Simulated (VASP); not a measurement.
# NaCl (Pm-3m) in VASP: a series of runs

NaCl is run at these levels: PBE, BLYP, RPBE; tasks: single point.

Program: VASP 6.6.1. These are calculated values, not measurements. Logs are shortened: lines on timing, memory, paths and dates and some standing lists are left out, and cuts for length are marked.

## Step 1: The cell of the first run

It takes space group Pm-3m (No. 221, cubic). The conventional cell has a = 2.860 Å, b = 2.860 Å, c = 2.860 Å, α = 90.00°, β = 90.00°, γ = 90.00°. Na (site symmetry m-3m) has 8 Cl at 2.48 Å and 6 Na at 2.86 Å within 3.3 Å. Cl (site symmetry m-3m) has 8 Na at 2.48 Å and 6 Cl at 2.86 Å within 3.3 Å.

## Step 2: Single point, PBE

INCAR reads:

```
SYSTEM = NaCl
  ALGO = Normal
  EDIFF = 1E-6
  ENCUT = 520
  GGA = PE
  ISIF = 2
  ISMEAR = 0
  LASPH = .TRUE.
  LCHARG = .FALSE.
  LREAL = .FALSE.
  LWAVE = .FALSE.
  NBANDS = 14
  NELM = 100
  PREC = Accurate
  SIGMA = 0.01
```

KPOINTS reads:

```
k-points
0
G
  7 7 7
  0 0 0
```

POSCAR reads:

```
NaCl
1.0
    2.8600000000      0.0000000000      0.0000000000
    0.0000000000      2.8600000000      0.0000000000
    0.0000000000      0.0000000000      2.8600000000
Na Cl
1 1
Direct
    0.0000000000      0.0000000000      0.0000000000
    0.5000000000      0.5000000000      0.5000000000
```

Potentials or basis: VASP PAW PBE potentials, release 64 (Na_pv, Cl).

On the command line:

```
> cat potpaw_PBE.64/Na_pv/POTCAR potpaw_PBE.64/Cl/POTCAR > POTCAR
> mpirun -np 1 vasp_std > vasp.out
```

OUTCAR:

```text
SYSTEM = NaCl
   EDIFF = 1E-6
   ENCUT = 520
   GGA = PE
   ISIF = 2
   ISMEAR = 0
   LASPH = .TRUE.
   LREAL = .FALSE.
   NELM = 100
   PREC = Accurate

 ion  position               nearest neighbor table
   1  0.000  0.000  0.000-   2 2.48   2 2.48   2 2.48   2 2.48   2 2.48   2 2.48   2 2.48   2 2.48

   2  0.500  0.500  0.500-   1 2.48   1 2.48   1 2.48   1 2.48   1 2.48   1 2.48   1 2.48   1 2.48

  LATTYP: Found a simple cubic cell.
 ALAT       =     2.8600000000

  Lattice vectors:

 A1 = (   2.8600000000,   0.0000000000,   0.0000000000)
 A2 = (   0.0000000000,   2.8600000000,   0.0000000000)
 A3 = (   0.0000000000,   0.0000000000,   2.8600000000)

Analysis of symmetry for initial positions (statically):
=====================================================================
 Subroutine PRICEL returns:
 Original cell was already a primitive cell.

 Routine SETGRP: Setting up the symmetry group for a
 simple cubic supercell.

 Subroutine GETGRP returns: Found 48 space group operations
 (whereof 48 operations were pure point group operations)
 out of a pool of 48 trial point group operations.

The static configuration has the point symmetry O_h .

Analysis of symmetry for dynamics (positions and initial velocities):
=====================================================================
 Subroutine PRICEL returns:
 Original cell was already a primitive cell.

 Routine SETGRP: Setting up the symmetry group for a
 simple cubic supercell.

 Subroutine GETGRP returns: Found 48 space group operations
 (whereof 48 operations were pure point group operations)
 out of a pool of 48 trial point group operations.

The dynamic configuration has the point symmetry O_h .

 Subroutine INISYM returns: Found 48 space group operations
 (whereof 48 operations are pure point group operations),
 and found     1 'primitive' translations

----------------------------------------------------------------------------------------

                                     Primitive cell

  volume of cell :      23.3937

  direct lattice vectors                    reciprocal lattice vectors
     2.860000000  0.000000000  0.000000000     0.349650350  0.000000000  0.000000000
     0.000000000  2.860000000  0.000000000     0.000000000  0.349650350  0.000000000
     0.000000000  0.000000000  2.860000000     0.000000000  0.000000000  0.349650350

  length of vectors
     2.860000000  2.860000000  2.860000000     0.349650350  0.349650350  0.349650350

  position of ions in fractional coordinates (direct lattice)
     0.000000000  0.000000000  0.000000000
     0.500000000  0.500000000  0.500000000

  ion indices of the primitive-cell ions
   primitive index   ion index
                 1           1
                 2           2

----------------------------------------------------------------------------------------

 KPOINTS: k-points

Automatic generation of k-mesh.
 Grid dimensions read from file:
 generate k-points for:    7    7    7

 Generating k-lattice:

  Cartesian coordinates                     Fractional coordinates (reciprocal lattice)
     0.049950050  0.000000000  0.000000000     0.142857143  0.000000000  0.000000000
     0.000000000  0.049950050  0.000000000     0.000000000  0.142857143  0.000000000
     0.000000000  0.000000000  0.049950050     0.000000000  0.000000000  0.142857143

  Length of vectors
     0.049950050  0.049950050  0.049950050

  Shift w.r.t. Gamma in fractional coordinates (k-lattice)
     0.000000000  0.000000000  0.000000000

 Subroutine IBZKPT returns following result:
 ===========================================

 Found     20 irreducible k-points:

 Following reciprocal coordinates:
            Coordinates               Weight
  0.000000  0.000000  0.000000      1.000000
  0.142857  0.000000  0.000000      6.000000
  0.285714  0.000000  0.000000      6.000000
  0.428571  0.000000  0.000000      6.000000
  0.142857  0.142857  0.000000     12.000000
  0.285714  0.142857  0.000000     24.000000
[... 12 lines left out ...]
  0.428571  0.428571  0.285714     24.000000
  0.428571  0.428571  0.428571      8.000000
   k-points           NKPTS =     20   k-points in BZ     NKDIM =     20   number of bands    NBANDS=     14
   number of dos      NEDOS =    301   number of ions     NIONS =      2
   total plane-waves  NPLWV =  13824
   dimension x,y,z NGX =    24 NGY =   24 NGZ =   24
   dimension x,y,z NGXF=    48 NGYF=   48 NGZF=   48
   ions per type =               1   1
   NGX,Y,Z   is equivalent  to a cutoff of  13.95, 13.95, 13.95 a.u.
   NGXF,Y,Z  is equivalent  to a cutoff of  27.90, 27.90, 27.90 a.u.
 SYSTEM =  NaCl
   PREC   = accura    normal or accurate (medium, high low for compatibility)
   ISTART =      0    job   : 0-new  1-cont  2-samecut
   ICHARG =      2    charge: 1-file 2-atom 10-const
   ISPIN  =      1    spin polarized calculation?
   LNONCOLLINEAR =      F non collinear calculations
   LSORBIT =      F    spin-orbit coupling
   LASPH  =      T    aspherical Exc in radial PAW
   ENCUT  =  520.0 eV  38.22 Ry    6.18 a.u.   5.32  5.32  5.32*2*pi/ulx,y,z
   NELM   =    100;   NELMIN=  2; NELMDL= -5     # of ELM steps
   EDIFF  = 0.1E-05   stopping-criterion for ELM
   LREAL  =      F    real-space projection
   EDIFFG = 0.1E-04   stopping-criterion for IOM
   NSW    =      0    number of steps for IOM
   IBRION =     -1    ionic relax: 0-MD 1-quasi-New 2-CG
   NFREE  =      0    steps in history (QN), initial steepest desc. (CG)
   ISIF   =      2    stress and relaxation
   ISYM   =      2    0-nonsym 1-usesym 2-fastsym
   POTIM  = 0.5000    time-step for ionic-motion
   TEBEG  =    0.0;   TEEND  =   0.0 temperature during run
   PSTRESS=    0.0 pullay stress
   NELECT =      14.0000    total number of electrons
   NUPDOWN=      -1.0000    fix difference up-down
   EMIN   =  10.00;   EMAX   =-10.00  energy-range for DOS
   EFERMI =   0.00;   METHOD = LEGACY
   ISMEAR =     0;   SIGMA  =   0.01  broadening in eV -4-tet -1-fermi 0-gaus
   EFERMI_NEDOS =   21; number of points for ismear=-14 and -15
   IALGO  =     38    algorithm
   IMIX   =      4    mixing-type and parameters
     AMIX     =   0.40;   BMIX     =  1.00
     AMIX_MAG =   1.60;   BMIX_MAG =  1.00
  volume/ion in A,a.u.               =      11.70        78.93
  Fermi-wavevector in a.u.,A,eV,Ry     =   1.379595  2.607056 25.895713  1.903281
  Thomas-Fermi vector in A             =   2.504550
   LORBIT       =      0    0 simple, 1 ext, 2 COOP (PROOUT), +10 PAW based schemes
   GGA     = PE    functional components
   LHFCALC =     F    Hartree Fock is set to
   AEXX    =    0.0000 exact exchange contribution
   IVDW    =     0    specifies the selected vdW correction
   LEPSILON=     F    determine dielectric tensor
   LRPA    =     F    only Hartree local field effects (RPA)
 non-spin polarized calculation
 Gauss-broadening in eV      SIGMA  =   0.01
  energy-cutoff  :      520.00
  volume of cell :       23.39
 maximum number of plane-waves:       642
 NGX is ok and might be reduce to    24
   NGX = 11   NGY = 11   NGZ = 11

 number of electron      13.9999997 magnetization

 Free energy of the ion-electron system (eV)
  ---------------------------------------------------
  ext. energy  EPLUGINS =         0.00000000
  ---------------------------------------------------
  free energy    TOTEN  =        -4.19887911 eV

  energy without entropy =       -4.19887911  energy(sigma->0) =       -4.19887911

 E-fermi :   6.7687     XC(G=0): -11.3702

 val. band max:        6.7199335631   @ k =   0.4286   0.4286   0.0000
 cond. band min:      11.7079170378   @ k =   0.4286   0.4286   0.0000
 fundamental gap:      4.9879834746
 Fermi energy:         6.7687328911

 k-point     1 :       0.0000    0.0000    0.0000
  band No.  band energies     occupation
      1     -15.8947      2.00000
      2     -15.8947      2.00000
      3     -15.8947      2.00000
      4     -10.1677      2.00000
      5       5.5493      2.00000
      6       5.5493      2.00000
      7       5.5493      2.00000
      8      13.4869      0.00000
      9      13.4869      0.00000
     10      14.2505      0.00000
     11      24.6381      0.00000
     12      24.6381      0.00000
     13      24.6381      0.00000
     14      29.3421      0.00000

 k-point     2 :       0.1429    0.0000    0.0000
  band No.  band energies     occupation
      1     -15.9827      2.00000
      2     -15.8878      2.00000
      3     -15.8878      2.00000
      4      -9.9015      2.00000
      5       4.0987      2.00000
      6       5.6318      2.00000
      7       5.6318      2.00000
      8      13.8068      0.00000
      9      14.2215      0.00000
     10      15.7813      0.00000
     11      23.1121      0.00000
     12      23.1121      0.00000
     13      24.8644      0.00000
     14      27.4203      0.00000

 k-point     3 :       0.2857    0.0000    0.0000
  band No.  band energies     occupation
      1     -16.1683      2.00000
      2     -15.8725      2.00000
      3     -15.8725      2.00000
      4      -9.2432      2.00000
      5       1.7370      2.00000
      6       5.8278      2.00000
      7       5.8278      2.00000
      8      14.7113      0.00000
      9      15.0943      0.00000
     10      19.1462      0.00000
     11      20.9856      0.00000
     12      20.9856      0.00000
     13      23.7420      0.00000
     14      25.4501      0.00000
[... 256 lines left out ...]
 k-point    19 :       0.4286    0.4286    0.2857
  band No.  band energies     occupation
      1     -16.1028      2.00000
      2     -16.0936      2.00000
      3     -15.9869      2.00000
      4      -7.2224      2.00000
      5       1.9195      2.00000
      6       1.9215      2.00000
      7       3.5608      2.00000
      8      12.7150      0.00000
      9      14.8261      0.00000
     10      14.8789      0.00000
     11      23.1903      0.00000
     12      26.3169      0.00000
     13      26.8475      0.00000
     14      27.5393      0.00000

 k-point    20 :       0.4286    0.4286    0.4286
  band No.  band energies     occupation
      1     -16.0771      2.00000
      2     -16.0692      2.00000
      3     -16.0692      2.00000
      4      -6.7803      2.00000
      5       2.1331      2.00000
      6       2.1331      2.00000
      7       2.2140      2.00000
      8      13.3010      0.00000
      9      13.4636      0.00000
     10      13.4636      0.00000
     11      24.6315      0.00000
     12      27.5582      0.00000
     13      27.5582      0.00000
     14      28.7545      0.00000

------------------------ aborting loop because EDIFF is reached ----------------------------------------

  FORCE on cell =-STRESS in cart. coord.  units (eV):
  Direction    XX          YY          ZZ          XY          YZ          ZX
  --------------------------------------------------------------------------------------
  -------------------------------------------------------------------------------------
  Total        9.5146097      9.5146097      9.5146097     -0.0000000      0.0000000     -0.0000000
  in kB      651.6335868    651.6335868    651.6335868     -0.0000000      0.0000000     -0.0000000
  external PRESSURE =     651.6335868 kB  Pullay stress =       0.0000000 kB

 VOLUME and BASIS-vectors are now :
 -----------------------------------------------------------------------------
  energy-cutoff  :      520.00
  volume of cell :       23.39
      direct lattice vectors                 reciprocal lattice vectors
     2.860000000  0.000000000  0.000000000     0.349650350  0.000000000  0.000000000
     0.000000000  2.860000000  0.000000000     0.000000000  0.349650350  0.000000000
     0.000000000  0.000000000  2.860000000     0.000000000  0.000000000  0.349650350

 POSITION                                       TOTAL-FORCE (eV/Angst)
 -----------------------------------------------------------------------------------
      0.00000      0.00000      0.00000         0.000000      0.000000      0.000000
      1.43000      1.43000      1.43000         0.000000      0.000000      0.000000
 -----------------------------------------------------------------------------------
    total drift:                                0.000000     -0.000000     -0.000000

  FREE ENERGIE OF THE ION-ELECTRON SYSTEM (eV)
  ---------------------------------------------------
  free  energy   TOTEN  =        -4.1988791132 eV

  energy  without entropy=       -4.1988791132  energy(sigma->0) =       -4.19887911
```

It took 5.2 s on 1 thread of AMD EPYC 7R13 (Zen 3), shared host; peak memory 0.1 GiB.

Results:

```yaml
Free_energy: -4.1989 eV
Pressure: 65.2 GPa
Band_gap_on_the_k_mesh: 4.99 eV, direct
```

Levels at points of the mesh, in eV from the valence-band top:
```tsv
k point	band 4	band 5	band 6	band 7	band 8	band 9	band 10	band 11
(0.00, 0.00, 0.00)	-16.89	-1.17	-1.17	-1.17	6.77	6.77	7.53	17.92
```

(Continued in part 2 of 2.)
